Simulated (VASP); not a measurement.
# W (P6_3/mmc) in VASP: a series of runs

The runs below take W through single point, relaxation of cell and atoms, with PBE.

Program: VASP 6.6.1. These are calculated values, not measurements. Logs are shortened: lines on timing, memory, paths and dates and some standing lists are left out, and cuts for length are marked.

### Step 1. The cell of the first run

Symmetry: P6_3/mmc, No. 194, hexagonal system. The conventional cell has a = 2.777 Å, b = 2.777 Å, c = 4.951 Å, α = 90.00°, β = 90.00°, γ = 120.00°. Within 3.7 Å of W (site symmetry -6m2) lie 12 W at 2.78 to 2.95 Å.

This isn't the form of W at room conditions, which is bcc.

### Step 2. Single point, PBE

INCAR reads:

```
PREC = Accurate ; ENCUT = 520
EDIFF = 1E-6 ; ISMEAR = 0
SIGMA = 0.1 ; LREAL = False
LASPH = True ; NELM = 100
ALGO = Normal ; ISIF = 2
LWAVE = False ; LCHARG = True
GGA = PE ; LELF = True
LVHAR = True ; NBANDS = 21
```

KPOINTS reads:

```
Automatic mesh
0
Gamma
  18 18 8
```

POSCAR reads:

```
W
1.0
    2.7766588633      0.0000000000      0.0000000000
   -1.3883294316      2.4046571132      0.0000000000
    0.0000000000      0.0000000000      4.9510095985
W
2
Direct
    0.3333333333      0.6666666667      0.2500000000
    0.6666666667      0.3333333333      0.7500000000
```

Potentials or basis: VASP PAW PBE potentials, release 64 (W_sv).

On the command line:

```console
> cat potpaw_PBE.64/W_sv/POTCAR > POTCAR
> mpirun -np 1 vasp_std > vasp.out
```

OUTCAR:

```text
PREC = Accurate
   ENCUT = 520
   EDIFF = 1E-6
   ISMEAR = 0
   LREAL = False
   LASPH = True
   NELM = 100
   ISIF = 2
   GGA = PE

 ion  position               nearest neighbor table
   1  0.333  0.667  0.250-   2 2.95   2 2.95   2 2.95   2 2.95   2 2.95   2 2.95
   2  0.667  0.333  0.750-   1 2.95   1 2.95   1 2.95   1 2.95   1 2.95   1 2.95

  LATTYP: Found a hexagonal cell.
 ALAT       =     2.7766588633
 C/A-ratio  =     1.7830816972

  Lattice vectors:

 A1 = (   2.7766588633,   0.0000000000,   0.0000000000)
 A2 = (  -1.3883294316,   2.4046571132,   0.0000000000)
 A3 = (   0.0000000000,   0.0000000000,   4.9510095985)

Analysis of symmetry for initial positions (statically):
=====================================================================
 Subroutine PRICEL returns:
 Original cell was already a primitive cell.

 Routine SETGRP: Setting up the symmetry group for a
 hexagonal supercell.

 Subroutine GETGRP returns: Found 24 space group operations
 (whereof 12 operations were pure point group operations)
 out of a pool of 24 trial point group operations.

The static configuration has the point symmetry D_3d.
 The point group associated with its full space group is D_6h.

Analysis of symmetry for dynamics (positions and initial velocities):
=====================================================================
 Subroutine PRICEL returns:
 Original cell was already a primitive cell.

 Routine SETGRP: Setting up the symmetry group for a
 hexagonal supercell.

 Subroutine GETGRP returns: Found 24 space group operations
 (whereof 12 operations were pure point group operations)
 out of a pool of 24 trial point group operations.

The dynamic configuration has the point symmetry D_3d.
 The point group associated with its full space group is D_6h.

 Subroutine INISYM returns: Found 24 space group operations
 (whereof 12 operations are pure point group operations),
 and found     1 'primitive' translations

----------------------------------------------------------------------------------------

                                     Primitive cell

  volume of cell :      33.0575

  direct lattice vectors                    reciprocal lattice vectors
     2.776658863  0.000000000  0.000000000     0.360145070  0.207929853  0.000000000
    -1.388329432  2.404657113  0.000000000     0.000000000  0.415859706  0.000000000
     0.000000000  0.000000000  4.951009598     0.000000000  0.000000000  0.201979007

  length of vectors
     2.776658863  2.776658863  4.951009598     0.415859706  0.415859706  0.201979007

  position of ions in fractional coordinates (direct lattice)
     0.333333333  0.666666667  0.250000000
     0.666666667  0.333333333  0.750000000

  ion indices of the primitive-cell ions
   primitive index   ion index
                 1           1
                 2           2

----------------------------------------------------------------------------------------

 KPOINTS: Automatic mesh

Automatic generation of k-mesh.
 Grid dimensions read from file:
 generate k-points for:   18   18    8

 Generating k-lattice:

  Cartesian coordinates                     Fractional coordinates (reciprocal lattice)
     0.020008059  0.011551658  0.000000000     0.055555556  0.000000000  0.000000000
     0.000000000  0.023103317  0.000000000     0.000000000  0.055555556  0.000000000
     0.000000000  0.000000000  0.025247376     0.000000000  0.000000000  0.125000000

  Length of vectors
     0.023103317  0.023103317  0.025247376

  Shift w.r.t. Gamma in fractional coordinates (k-lattice)
     0.000000000  0.000000000  0.000000000

 Subroutine IBZKPT returns following result:
 ===========================================

 Found    185 irreducible k-points:

 Following reciprocal coordinates:
            Coordinates               Weight
  0.000000  0.000000  0.000000      1.000000
  0.055556  0.000000  0.000000      6.000000
  0.111111  0.000000  0.000000      6.000000
  0.166667  0.000000  0.000000      6.000000
  0.222222  0.000000  0.000000      6.000000
  0.277778  0.000000  0.000000      6.000000
[... 16 lines left out ...]
  0.333333  0.111111  0.000000     12.000000
  0.388889  0.111111  0.000000     12.000000
 [... further k-points ...]
   k-points           NKPTS =    185   k-points in BZ     NKDIM =    185   number of bands    NBANDS=     21
   number of dos      NEDOS =    301   number of ions     NIONS =      2
   total plane-waves  NPLWV =  23040
   dimension x,y,z NGX =    24 NGY =   24 NGZ =   40
   dimension x,y,z NGXF=    48 NGYF=   48 NGZF=   80
   ions per type =               2
   NGX,Y,Z   is equivalent  to a cutoff of  14.37, 14.37, 13.43 a.u.
   NGXF,Y,Z  is equivalent  to a cutoff of  28.74, 28.74, 26.86 a.u.
 SYSTEM =  unknown system
   PREC   = accura    normal or accurate (medium, high low for compatibility)
   ISTART =      0    job   : 0-new  1-cont  2-samecut
   ICHARG =      2    charge: 1-file 2-atom 10-const
   ISPIN  =      1    spin polarized calculation?
   LNONCOLLINEAR =      F non collinear calculations
   LSORBIT =      F    spin-orbit coupling
   LASPH  =      T    aspherical Exc in radial PAW
   ENCUT  =  520.0 eV  38.22 Ry    6.18 a.u.   5.16  5.16  9.21*2*pi/ulx,y,z
   NELM   =    100;   NELMIN=  2; NELMDL= -5     # of ELM steps
   EDIFF  = 0.1E-05   stopping-criterion for ELM
   LREAL  =      F    real-space projection
   EDIFFG = 0.1E-04   stopping-criterion for IOM
   NSW    =      0    number of steps for IOM
   IBRION =     -1    ionic relax: 0-MD 1-quasi-New 2-CG
   NFREE  =      0    steps in history (QN), initial steepest desc. (CG)
   ISIF   =      2    stress and relaxation
   ISYM   =      2    0-nonsym 1-usesym 2-fastsym
   POTIM  = 0.5000    time-step for ionic-motion
   TEBEG  =    0.0;   TEEND  =   0.0 temperature during run
   PSTRESS=    0.0 pullay stress
   NELECT =      28.0000    total number of electrons
   NUPDOWN=      -1.0000    fix difference up-down
   EMIN   =  10.00;   EMAX   =-10.00  energy-range for DOS
   EFERMI =   0.00;   METHOD = LEGACY
   ISMEAR =     0;   SIGMA  =   0.10  broadening in eV -4-tet -1-fermi 0-gaus
   EFERMI_NEDOS =   21; number of points for ismear=-14 and -15
   IALGO  =     38    algorithm
   IMIX   =      4    mixing-type and parameters
     AMIX     =   0.40;   BMIX     =  1.00
     AMIX_MAG =   1.60;   BMIX_MAG =  1.00
  volume/ion in A,a.u.               =      16.53       111.54
  Fermi-wavevector in a.u.,A,eV,Ry     =   1.548951  2.927093 32.643769  2.399249
  Thomas-Fermi vector in A             =   2.653828
   LORBIT       =      0    0 simple, 1 ext, 2 COOP (PROOUT), +10 PAW based schemes
   GGA     = PE    functional components
   LHFCALC =     F    Hartree Fock is set to
   AEXX    =    0.0000 exact exchange contribution
   IVDW    =     0    specifies the selected vdW correction
   LEPSILON=     F    determine dielectric tensor
   LRPA    =     F    only Hartree local field effects (RPA)
 non-spin polarized calculation
 Gauss-broadening in eV      SIGMA  =   0.10
  energy-cutoff  :      520.00
  volume of cell :       33.06
 maximum number of plane-waves:       902
 NGX is ok and might be reduce to    24
   NGX = 11   NGY = 11   NGZ = 19

 number of electron      28.0000002 magnetization

 Free energy of the ion-electron system (eV)
  ---------------------------------------------------
  ext. energy  EPLUGINS =         0.00000000
  ---------------------------------------------------
  free energy    TOTEN  =       -24.91009067 eV

  energy without entropy =      -24.89847806  energy(sigma->0) =      -24.90428436

 E-fermi :  10.4733     XC(G=0): -13.3878

 val. band max:       10.4607437956   @ k =   0.2778   0.2778   0.0000
 cond. band min:      10.4765919217   @ k =   0.3889   0.0000   0.3750
 fundamental gap:      0.0158481261
 Fermi energy:        10.4732856343

 k-point     1 :       0.0000    0.0000    0.0000
  band No.  band energies     occupation
      1     -63.2997      2.00000
      2     -63.2311      2.00000
      3     -28.0059      2.00000
      4     -27.1164      2.00000
      5     -26.9210      2.00000
      6     -26.9210      2.00000
[... 13 lines left out ...]
     20      14.7376      0.00000
     21      19.1885      0.00000

 k-point     2 :       0.0556    0.0000    0.0000
  band No.  band energies     occupation
      1     -63.2963      2.00000
      2     -63.2285      2.00000
      3     -27.9951      2.00000
      4     -27.1175      2.00000
      5     -26.9566      2.00000
      6     -26.9307      2.00000
[... 13 lines left out ...]
     20      15.0784      0.00000
     21      19.1696      0.00000

 k-point     3 :       0.1111    0.0000    0.0000
  band No.  band energies     occupation
      1     -63.2863      2.00000
      2     -63.2213      2.00000
      3     -27.9635      2.00000
      4     -27.1214      2.00000
      5     -27.0586      2.00000
      6     -26.9701      2.00000
[... 13 lines left out ...]
     20      15.8767      0.00000
     21      19.0906      0.00000

 k-point     4 :       0.1667    0.0000    0.0000
  band No.  band energies     occupation
      1     -63.2709      2.00000
      2     -63.2104      2.00000
      3     -27.9135      2.00000
      4     -27.2135      2.00000
      5     -27.1289      2.00000
      6     -27.1247      2.00000
[... 13 lines left out ...]
     20      16.8661      0.00000
     21      18.9193      0.00000

 k-point     5 :       0.2222    0.0000    0.0000
  band No.  band energies     occupation
      1     -63.2518      2.00000
      2     -63.1972      2.00000
      3     -27.8486      2.00000
      4     -27.4011      2.00000
      5     -27.3089      2.00000
      6     -27.1413      2.00000
[... 13 lines left out ...]
     20      17.9088      0.00000
     21      18.6639      0.00000
[... 382 lines left out ...]
     20      18.4530      0.00000
     21      19.5411      0.00000

 k-point    22 :       0.2778    0.1111    0.0000
  band No.  band energies     occupation
      1     -63.2053      2.00000
      2     -63.1680      2.00000
      3     -27.7662      2.00000
      4     -27.6802      2.00000
      5     -27.6733      2.00000
      6     -27.2063      2.00000
[... 13 lines left out ...]
     20      18.5576      0.00000
     21      20.4993      0.00000

 k-point    23 :       0.3333    0.1111    0.0000
  band No.  band energies     occupation
      1     -63.1888      2.00000
      2     -63.1596      2.00000
      3     -27.8974      2.00000
      4     -27.7930      2.00000
      5     -27.6008      2.00000
      6     -27.2583      2.00000
[... 13 lines left out ...]
     20      19.1157      0.00000
     21      21.1780      0.00000

 k-point    24 :       0.3889    0.1111    0.0000
  band No.  band energies     occupation
      1     -63.1773      2.00000
      2     -63.1547      2.00000
      3     -27.9820      2.00000
      4     -27.8659      2.00000
      5     -27.5434      2.00000
      6     -27.2919      2.00000
[... 13 lines left out ...]
     20      19.4778      0.00000
     21      20.3626      0.00000

 [... further k-points ...]
[... 5 lines left out ...]
  --------------------------------------------------------------------------------------
  -------------------------------------------------------------------------------------
  Total        0.0969604      0.0969604      0.0628537      0.0000000      0.0000000     -0.0000000
  in kB        4.6993249      4.6993249      3.0462943      0.0000000      0.0000000     -0.0000000
  external PRESSURE =       4.1483147 kB  Pullay stress =       0.0000000 kB

 VOLUME and BASIS-vectors are now :
 -----------------------------------------------------------------------------
  energy-cutoff  :      520.00
  volume of cell :       33.06
      direct lattice vectors                 reciprocal lattice vectors
     2.776658863  0.000000000  0.000000000     0.360145070  0.207929853  0.000000000
    -1.388329432  2.404657113  0.000000000     0.000000000  0.415859706  0.000000000
     0.000000000  0.000000000  4.951009598     0.000000000  0.000000000  0.201979007

 POSITION                                       TOTAL-FORCE (eV/Angst)
 -----------------------------------------------------------------------------------
     -0.00000      1.60310      1.23775        -0.000000      0.000000      0.000000
      1.38833      0.80155      3.71326         0.000000     -0.000000      0.000000
 -----------------------------------------------------------------------------------
    total drift:                               -0.000000      0.000000     -0.000000

  FREE ENERGIE OF THE ION-ELECTRON SYSTEM (eV)
  ---------------------------------------------------
  free  energy   TOTEN  =       -24.9100906703 eV

  energy  without entropy=      -24.8984780592  energy(sigma->0) =      -24.90428436
```

Wall time 39 s (1 thread of Intel Xeon 6975P-C (Granite Rapids), shared host); peak memory 0.23 GiB.

What came out:

```yaml
Free_energy: -24.9101 eV
Pressure: 0.4 GPa
Band_gap_on_the_k_mesh: zero (bands 14 and 15 overlap by 1.63 eV)
```

Stress tensor (GPa, compression positive):
```
0.47 0.00 0.00
0.00 0.47 0.00
0.00 0.00 0.30
```

Caveat: spin-orbit coupling is left out, which moves the levels of the heavy elements.

(Part 1 of 2 ends here.)
